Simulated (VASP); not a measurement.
Crystal: NaB3Te.

```
CELL_PARAMETERS angstrom
4.10610 0.00000 0.00000
0.00000 4.10610 0.00000
0.00000 0.00000 4.10610
ATOMIC_POSITIONS crystal
Na 0.00000 0.00000 0.00000
B 0.00000 0.50000 0.50000
B 0.50000 0.00000 0.50000
B 0.50000 0.50000 0.00000
Te 0.50000 0.50000 0.50000
```

| Item | Value |
| --- | --- |
| Program | VASP 6.6.1 |
| Task | relaxation of cell and atoms |
| Functional | PBE |
| Potentials or basis | VASP PAW PBE potentials, release 64 (Na_pv, B, Te) |
| Cutoff | 600 eV |
| k mesh | 4 × 4 × 4 |
| Occupations | gaussian, width 0.1 eV |
| Spin | no spin polarisation |

At the start: pressure 37.0 GPa; volume 13.85 Å³/atom.

Task: Where does the relaxation end?

Result: Over 4 steps the energy falls by 477.3 meV/atom and the volume is 20.10 Å³/atom (+45.2 %); space group Pm-3m (No. 221, to 0.05 Å).

Step by step:
| step | energy change (eV) | largest force (eV/Å) | pressure (GPa) | volume (Å³) |
| --- | --- | --- | --- | --- |
| 1 | 0.0000 | 0.0000 | 37.02 | 69.23 |
| 2 | -2.3650 | 0.0000 | -1.74 | 106.48 |
| 3 | -2.3803 | 0.0000 | 0.68 | 98.42 |
| 4 | -2.3867 | 0.0000 | 0.31 | 100.51 |

Final structure:
```cif
data_structure
_symmetry_space_group_name_H-M 'P 1'
_symmetry_Int_Tables_number 1
_cell_length_a 4.6495
_cell_length_b 4.6495
_cell_length_c 4.6495
_cell_angle_alpha 90.000
_cell_angle_beta 90.000
_cell_angle_gamma 90.000
_cell_volume 100.51
loop_
_atom_site_label
_atom_site_type_symbol
_atom_site_fract_x
_atom_site_fract_y
_atom_site_fract_z
_atom_site_occupancy
Na1 Na 0.00000 0.00000 0.00000 1
B1 B 0.00000 0.50000 0.50000 1
B2 B 0.50000 0.00000 0.50000 1
B3 B 0.50000 0.50000 0.00000 1
Te1 Te 0.50000 0.50000 0.50000 1
```

Caveat: the k points lie up to 0.34 Å⁻¹ apart in the final cell; the volume moved by over 15 % at a fixed basis, so the end points are rough.
